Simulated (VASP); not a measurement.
# TaN in VASP: a series of runs

The runs below take TaN through single point, with PBE.

Everything below comes from runs of VASP 6.6.1. Logs are shortened: lines on timing, memory, paths and dates and some standing lists are left out, and cuts for length are marked.

## (1) The cell of the first run

Symmetry: I4mm, No. 107, tetragonal system. The conventional cell has a = 3.082 Å, b = 3.082 Å, c = 4.358 Å, α = 90.00°, β = 90.00°, γ = 90.00°. Ta (site symmetry 4mm) has 6 N at 2.13 to 2.22 Å within 2.8 Å. N (site symmetry 4mm) has 6 Ta at 2.13 to 2.22 Å within 2.8 Å.

## (2) Single point, PBE (one atom moved)

The input, INCAR:

```
PREC     = Accurate       # precision mode
ENCUT    = 520            # plane-wave cutoff, eV
EDIFF    = 1E-7           # SCF threshold, eV
ISMEAR   = 0              # smearing method
SIGMA    = 0.1            # smearing width, eV
LREAL    = F              # projectors in reciprocal space
LASPH    = T              # aspherical terms in the spheres
NELM     = 80             # most SCF steps
ALGO     = Normal         # electronic algorithm
ISIF     = 2              # what is computed and relaxed
LWAVE    = F              # write WAVECAR
LCHARG   = T              # write CHGCAR
GGA      = PE             # functional
LELF     = T              # ELF
LVHAR    = T            
NBANDS   = 15             # bands
```

The input, KPOINTS:

```
regular mesh
0
Gamma
  14 14 14
```

The input, POSCAR:

```
TaN
1.0
    0.0000000000      2.1790000000      2.1790000000
    2.1790000000      0.0000000000      2.1790000000
    2.1790000000      2.1790000000      0.0000000000
Ta N
1 1
Direct
    0.5000000000      0.5000000000      0.5000000000
    0.0103258375      0.0103258375     -0.0103258375
```

Potentials or basis: VASP PAW PBE potentials, release 64 (Ta_pv, N).

Command:

```bash
$ cat potpaw_PBE.64/Ta_pv/POTCAR potpaw_PBE.64/N/POTCAR > POTCAR
$ mpirun -np 1 vasp_std > vasp.out
```

OUTCAR:

```text
PREC = Accurate
   ENCUT = 520
   EDIFF = 1E-7
   ISMEAR = 0
   LREAL = F
   LASPH = T
   NELM = 80
   ISIF = 2
   GGA = PE

 ion  position               nearest neighbor table
   1  0.500  0.500  0.500-   2 2.13   2 2.18   2 2.18   2 2.18   2 2.18   2 2.22
   2  0.010  0.010  0.990-   1 2.13   1 2.18   1 2.18   1 2.18   1 2.18   1 2.22

  LATTYP: Found a face centered cubic cell.
 ALAT       =     4.3580000000

  Lattice vectors:

 A1 = (   0.0000000000,   2.1790000000,   2.1790000000)
 A2 = (   2.1790000000,   0.0000000000,   2.1790000000)
 A3 = (   2.1790000000,   2.1790000000,   0.0000000000)

Analysis of symmetry for initial positions (statically):
=====================================================================
 Subroutine PRICEL returns:
 Original cell was already a primitive cell.

 Routine SETGRP: Setting up the symmetry group for a
 face centered cubic supercell.

 Subroutine GETGRP returns: Found  8 space group operations
 (whereof  8 operations were pure point group operations)
 out of a pool of 48 trial point group operations.

The static configuration has the point symmetry C_4v.

Analysis of symmetry for dynamics (positions and initial velocities):
=====================================================================
 Subroutine PRICEL returns:
 Original cell was already a primitive cell.

 Routine SETGRP: Setting up the symmetry group for a
 face centered cubic supercell.

 Subroutine GETGRP returns: Found  8 space group operations
 (whereof  8 operations were pure point group operations)
 out of a pool of 48 trial point group operations.

The dynamic configuration has the point symmetry C_4v.

 Subroutine INISYM returns: Found  8 space group operations
 (whereof  8 operations are pure point group operations),
 and found     1 'primitive' translations

----------------------------------------------------------------------------------------

                                     Primitive cell

  volume of cell :      20.6920

  direct lattice vectors                    reciprocal lattice vectors
     0.000000000  2.179000000  2.179000000    -0.229463056  0.229463056  0.229463056
     2.179000000  0.000000000  2.179000000     0.229463056 -0.229463056  0.229463056
     2.179000000  2.179000000  0.000000000     0.229463056  0.229463056 -0.229463056

  length of vectors
     3.081571352  3.081571352  3.081571352     0.397441672  0.397441672  0.397441672

  position of ions in fractional coordinates (direct lattice)
     0.500000000  0.500000000  0.500000000
     0.010325837  0.010325837  0.989674163

  ion indices of the primitive-cell ions
   primitive index   ion index
                 1           1
                 2           2

----------------------------------------------------------------------------------------

 KPOINTS: regular mesh

Automatic generation of k-mesh.
 Grid dimensions read from file:
 generate k-points for:   14   14   14

 Generating k-lattice:

  Cartesian coordinates                     Fractional coordinates (reciprocal lattice)
    -0.016390218  0.016390218  0.016390218     0.071428571  0.000000000  0.000000000
     0.016390218 -0.016390218  0.016390218     0.000000000  0.071428571  0.000000000
     0.016390218  0.016390218 -0.016390218     0.000000000  0.000000000  0.071428571

  Length of vectors
     0.028388691  0.028388691  0.028388691

  Shift w.r.t. Gamma in fractional coordinates (k-lattice)
     0.000000000  0.000000000  0.000000000

 Subroutine IBZKPT returns following result:
 ===========================================

 Found    244 irreducible k-points:

 Following reciprocal coordinates:
            Coordinates               Weight
  0.000000  0.000000  0.000000      1.000000
  0.071429  0.000000  0.000000      8.000000
  0.142857  0.000000  0.000000      8.000000
  0.214286  0.000000  0.000000      8.000000
  0.285714  0.000000  0.000000      8.000000
  0.357143  0.000000  0.000000      8.000000
[... 16 lines left out ...]
 -0.428571  0.071429  0.000000      8.000000
  0.000000 -0.428571  0.071429     16.000000
 [... further k-points ...]
   k-points           NKPTS =    244   k-points in BZ     NKDIM =    244   number of bands    NBANDS=     15
   number of dos      NEDOS =    301   number of ions     NIONS =      2
   total plane-waves  NPLWV =  13824
   dimension x,y,z NGX =    24 NGY =   24 NGZ =   24
   dimension x,y,z NGXF=    48 NGYF=   48 NGZF=   48
   ions per type =               1   1
   NGX,Y,Z   is equivalent  to a cutoff of  12.95, 12.95, 12.95 a.u.
   NGXF,Y,Z  is equivalent  to a cutoff of  25.90, 25.90, 25.90 a.u.
 SYSTEM =  unknown system
   PREC   = accura    normal or accurate (medium, high low for compatibility)
   ISTART =      0    job   : 0-new  1-cont  2-samecut
   ICHARG =      2    charge: 1-file 2-atom 10-const
   ISPIN  =      1    spin polarized calculation?
   LNONCOLLINEAR =      F non collinear calculations
   LSORBIT =      F    spin-orbit coupling
   LASPH  =      T    aspherical Exc in radial PAW
   ENCUT  =  520.0 eV  38.22 Ry    6.18 a.u.   5.73  5.73  5.73*2*pi/ulx,y,z
   NELM   =     80;   NELMIN=  2; NELMDL= -5     # of ELM steps
   EDIFF  = 0.1E-06   stopping-criterion for ELM
   LREAL  =      F    real-space projection
   EDIFFG = 0.1E-05   stopping-criterion for IOM
   NSW    =      0    number of steps for IOM
   IBRION =     -1    ionic relax: 0-MD 1-quasi-New 2-CG
   NFREE  =      0    steps in history (QN), initial steepest desc. (CG)
   ISIF   =      2    stress and relaxation
   ISYM   =      2    0-nonsym 1-usesym 2-fastsym
   POTIM  = 0.5000    time-step for ionic-motion
   TEBEG  =    0.0;   TEEND  =   0.0 temperature during run
   PSTRESS=    0.0 pullay stress
   NELECT =      16.0000    total number of electrons
   NUPDOWN=      -1.0000    fix difference up-down
   EMIN   =  10.00;   EMAX   =-10.00  energy-range for DOS
   EFERMI =   0.00;   METHOD = LEGACY
   ISMEAR =     0;   SIGMA  =   0.10  broadening in eV -4-tet -1-fermi 0-gaus
   EFERMI_NEDOS =   21; number of points for ismear=-14 and -15
   IALGO  =     38    algorithm
   IMIX   =      4    mixing-type and parameters
     AMIX     =   0.40;   BMIX     =  1.00
     AMIX_MAG =   1.60;   BMIX_MAG =  1.00
  volume/ion in A,a.u.               =      10.35        69.82
  Fermi-wavevector in a.u.,A,eV,Ry     =   1.502615  2.839530 30.719922  2.257851
  Thomas-Fermi vector in A             =   2.613832
   LORBIT       =      0    0 simple, 1 ext, 2 COOP (PROOUT), +10 PAW based schemes
   GGA     = PE    functional components
   LHFCALC =     F    Hartree Fock is set to
   AEXX    =    0.0000 exact exchange contribution
   IVDW    =     0    specifies the selected vdW correction
   LEPSILON=     F    determine dielectric tensor
   LRPA    =     F    only Hartree local field effects (RPA)
 non-spin polarized calculation
 Gauss-broadening in eV      SIGMA  =   0.10
  energy-cutoff  :      520.00
  volume of cell :       20.69
 maximum number of plane-waves:       568
   NGX = 11   NGY = 11   NGZ = 11

 number of electron      16.0000000 magnetization

 Free energy of the ion-electron system (eV)
  ---------------------------------------------------
  ext. energy  EPLUGINS =         0.00000000
  ---------------------------------------------------
  free energy    TOTEN  =       -21.77535180 eV

  energy without entropy =      -21.77179114  energy(sigma->0) =      -21.77357147

 E-fermi :   9.8364     XC(G=0): -13.5886

 val. band max:        9.8194309189   @ k =   0.0000  -0.2857   0.0714
 cond. band min:       9.8929999588   @ k =   0.2857   0.0000   0.0000
 fundamental gap:      0.0735690399
 Fermi energy:         9.8363976276

 k-point     1 :       0.0000    0.0000    0.0000
  band No.  band energies     occupation
      1     -25.8681      2.00000
      2     -25.8653      2.00000
      3     -25.8653      2.00000
      4      -9.2289      2.00000
      5       5.8926      2.00000
      6       5.8926      2.00000
      7       5.9054      2.00000
      8       7.6779      2.00000
      9       7.7456      2.00000
     10       7.7456      2.00000
     11       9.9309      0.18136
     12       9.9981      0.02219
     13      11.6113      0.00000
     14      19.2680      0.00000
     15      22.2837      0.00000

 k-point     2 :       0.0714    0.0000    0.0000
  band No.  band energies     occupation
      1     -25.9173      2.00000
      2     -25.8716      2.00000
      3     -25.8698      2.00000
      4      -9.0982      2.00000
      5       5.2027      2.00000
      6       5.4712      2.00000
      7       5.5500      2.00000
      8       7.8398      2.00000
      9       7.9224      2.00000
     10       8.0267      2.00000
     11      10.4585      0.00000
     12      10.5161      0.00000
     13      11.9859      0.00000
     14      19.6656      0.00000
     15      22.2835      0.00000

 k-point     3 :       0.1429    0.0000    0.0000
  band No.  band energies     occupation
      1     -26.0573      2.00000
      2     -25.8842      2.00000
      3     -25.8825      2.00000
      4      -8.7252      2.00000
      5       3.9939      2.00000
      6       4.6314      2.00000
      7       4.6762      2.00000
      8       8.2767      2.00000
      9       8.3717      2.00000
     10       8.4371      2.00000
     11      11.6770      0.00000
     12      11.7198      0.00000
     13      12.9030      0.00000
     14      20.7386      0.00000
     15      22.2831      0.00000

 k-point     4 :       0.2143    0.0000    0.0000
  band No.  band energies     occupation
      1     -26.2533      2.00000
      2     -25.9024      2.00000
      3     -25.9007      2.00000
      4      -8.1631      2.00000
      5       2.6696      2.00000
      6       3.7802      2.00000
      7       3.8029      2.00000
      8       8.7688      2.00000
      9       9.0460      2.00000
     10       9.0566      2.00000
     11      13.1595      0.00000
     12      13.1947      0.00000
     13      13.9761      0.00000
     14      22.0407      0.00000
     15      22.2858      0.00000
[... 307 lines left out ...]
 k-point    22 :       0.0000    0.5000    0.0714
  band No.  band energies     occupation
      1     -26.7881      2.00000
      2     -25.9845      2.00000
      3     -25.9680      2.00000
      4      -6.1612      2.00000
      5      -0.5517      2.00000
      6       2.1353      2.00000
      7       2.2135      2.00000
      8      11.0688      0.00000
      9      11.9077      0.00000
     10      11.9639      0.00000
     11      14.3726      0.00000
     12      17.3451      0.00000
     13      17.6763      0.00000
     14      21.4199      0.00000
     15      22.3025      0.00000

 k-point    23 :      -0.4286    0.0714    0.0000
  band No.  band energies     occupation
      1     -26.7739      2.00000
      2     -25.9938      2.00000
      3     -25.9558      2.00000
      4      -6.2211      2.00000
      5      -0.4750      2.00000
      6       2.1466      2.00000
      7       2.2692      2.00000
      8      11.1496      0.00000
      9      11.5210      0.00000
     10      11.8833      0.00000
     11      14.5374      0.00000
     12      17.0898      0.00000
     13      17.6462      0.00000
     14      21.5099      0.00000
     15      22.3072      0.00000

 k-point    24 :       0.0000   -0.4286    0.0714
  band No.  band energies     occupation
      1     -26.7741      2.00000
      2     -25.9924      2.00000
      3     -25.9571      2.00000
      4      -6.2206      2.00000
      5      -0.4754      2.00000
      6       2.1420      2.00000
      7       2.2710      2.00000
      8      11.1670      0.00000
      9      11.5225      0.00000
     10      11.8772      0.00000
     11      14.5270      0.00000
     12      17.0318      0.00000
     13      17.7095      0.00000
     14      21.5253      0.00000
     15      22.3075      0.00000

 [... further k-points ...]
[... 5 lines left out ...]
  --------------------------------------------------------------------------------------
  -------------------------------------------------------------------------------------
  Total        2.0035725      2.0035725      2.1537985      0.0000000      0.0000000      0.0000000
  in kB      155.1364889    155.1364889    166.7684791      0.0000000      0.0000000      0.0000000
  external PRESSURE =     159.0138190 kB  Pullay stress =       0.0000000 kB

 VOLUME and BASIS-vectors are now :
 -----------------------------------------------------------------------------
  energy-cutoff  :      520.00
  volume of cell :       20.69
      direct lattice vectors                 reciprocal lattice vectors
     0.000000000  2.179000000  2.179000000    -0.229463056  0.229463056  0.229463056
     2.179000000  0.000000000  2.179000000     0.229463056 -0.229463056  0.229463056
     2.179000000  2.179000000  0.000000000     0.229463056  0.229463056 -0.229463056

 POSITION                                       TOTAL-FORCE (eV/Angst)
 -----------------------------------------------------------------------------------
      2.17900      2.17900      2.17900         0.000000      0.000000      0.407954
      2.17900      2.17900      0.04500         0.000000      0.000000     -0.407954
 -----------------------------------------------------------------------------------
    total drift:                                0.000000      0.000000      0.000003

  FREE ENERGIE OF THE ION-ELECTRON SYSTEM (eV)
  ---------------------------------------------------
  free  energy   TOTEN  =       -21.7753518043 eV

  energy  without entropy=      -21.7717911351  energy(sigma->0) =      -21.77357147
```

Run time: 48 s. Hardware: 1 thread of AMD EPYC 9R14 (Zen 4), shared host; peak memory 0.17 GiB.

What came out:

| Property | Result |
| --- | --- |
| Free energy | -21.7754 eV |
| Pressure | 15.9 GPa |
| Largest force | 0.408 eV/Å |
| Band gap on the k mesh | zero (band 8 reaches 11.83 eV, above the bottom of band 9 at 7.75 eV) |

Forces on the atoms (eV/Å):
```
Ta   0.000  0.000  0.408
N    0.000  0.000 -0.408
```

Levels at points of the mesh, in eV from the Fermi level:
```csv
k point,band 6,band 7,band 8,band 9,band 10,band 11
"(0.00, 0.00, 0.00)",-3.94,-3.93,-2.16,-2.09,-2.09,0.09
"(0.50, 0.00, 0.00)",-7.76,-7.75,2.00,2.01,2.10,3.93
"(0.50, 0.50, 0.00)",-5.64,-4.68,-4.68,2.23,3.72,3.72
"(0.00, 0.50, 0.50)",-5.76,-4.69,-4.55,2.25,3.72,3.73
```

Caveat: the cell differs from its parent crystal (one atom moved); spin-orbit coupling is left out, which moves the levels of the heavy elements.

## (3) Single point, PBE (strained)

The input, INCAR:

```
PREC = Accurate ; ENCUT = 520
EDIFF = 1E-6 ; ISMEAR = 0
SIGMA = 0.1 ; LREAL = F
LASPH = T ; NELM = 100
ALGO = Normal ; ISIF = 2
LWAVE = F ; LCHARG = F
GGA = PE ; NBANDS = 15
```

The input, KPOINTS:

```
Automatic mesh
0
Gamma
  14 14 14
```

The input, POSCAR:

```
TaN
1.0
    0.0000000000      2.2734814400      2.2734814400
    2.3061664400      0.0000000000      2.2734814400
    2.3061664400      2.2734814400      0.0000000000
Ta N
1 1
Direct
    0.5000000000      0.5000000000      0.5000000000
    0.0000000000      0.0000000000      0.0000000000
```

Potentials or basis: VASP PAW PBE potentials, release 64 (Ta_pv, N).

Command:

```bash
$ cat potpaw_PBE.64/Ta_pv/POTCAR potpaw_PBE.64/N/POTCAR > POTCAR
$ mpirun -np 1 vasp_std > vasp.out
```

Run time: 40 s. Hardware: 1 thread of AMD EPYC 9R14 (Zen 4), shared host; peak memory 0.18 GiB.

The run converged. Its results:

```
Free energy            : -21.6253 eV
Pressure               : -26.0 GPa
Band gap on the k mesh : zero (band 8 reaches 9.81 eV, above the bottom of band 9 at 6.52 eV)
```

Stress tensor (GPa, compression positive):
```
-28.66   0.00   0.00
  0.00 -24.71   0.00
  0.00   0.00 -24.71
```

Levels at points of the mesh, in eV from the Fermi level:
```
           k point  band 6  band 7  band 8  band 9  band 10  band 11
(0.00, 0.00, 0.00)   -3.46   -3.46   -1.90   -1.75    -1.75    -0.11
(0.50, 0.00, 0.00)   -6.76   -6.76    1.53    1.61     1.69     3.48
(0.50, 0.50, 0.00)   -4.72   -4.35   -4.34    1.77     2.87     3.03
(0.00, 0.50, 0.50)   -4.70   -4.28   -4.28    1.77     2.94     2.94
```

Caveat: the cell differs from its parent crystal (strained); spin-orbit coupling is left out, which moves the levels of the heavy elements.
